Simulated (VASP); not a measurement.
Crystal: GaN.

```xyz
4
Lattice="3.1889 0.0000 0.0000 -1.5945 2.7617 0.0000 0.0000 0.0000 5.1924" Properties=species:S:1:pos:R:3 pbc="T T T"
Ga    1.5945    0.9206    2.5914
Ga    0.0000    1.8411    5.1876
N     1.5945    0.9206    4.5481
N     0.0000    1.8411    1.9519
```

```yaml
Program: VASP 6.6.1
Task: relaxation of cell and atoms
Functional: PBE
Potentials_or_basis: VASP PAW PBE potentials, release 64 (Ga_d, N)
Cutoff: 600 eV
k_mesh: 9 × 9 × 6
Occupations: gaussian, width 0.02 eV
Spin: no spin polarisation
```

At the start: pressure 5.0 GPa; volume 11.43 Å³/atom.

Question: Where does the relaxation end?

Answer: Over 7 steps the energy falls by 5.0 meV/atom and the volume is 11.75 Å³/atom (+2.8 %); space group P6_3mc (No. 186, to 0.1 Å) before and after.

Step by step:
| step | energy change (eV) | largest force (eV/Å) | pressure (GPa) | volume (Å³) |
| --- | --- | --- | --- | --- |
| 1 | 0.0000 | 0.0057 | 5.04 | 45.73 |
| 2 | -0.0062 | 0.0044 | -3.78 | 48.15 |
| 3 | -0.0199 | 0.0002 | 0.02 | 47.03 |
| 4 | -0.0199 | 0.0001 | -0.47 | 47.05 |
| 5 | -0.0196 | 0.0039 | 0.69 | 46.84 |
| 6 | -0.0199 | 0.0009 | 0.06 | 47.00 |
| 7 | -0.0199 | 0.0010 | -0.03 | 47.01 |

Final structure:
```xyz
4
Lattice="3.2180 0.0000 0.0000 -1.6090 2.7868 0.0000 0.0000 0.0000 5.2415" Properties=species:S:1:pos:R:3 pbc="T T T"
Ga    1.6090    0.9290    2.6161
Ga    0.0000    1.8579    5.2368
N     1.6090    0.9290    4.5909
N     0.0000    1.8579    1.9702
```
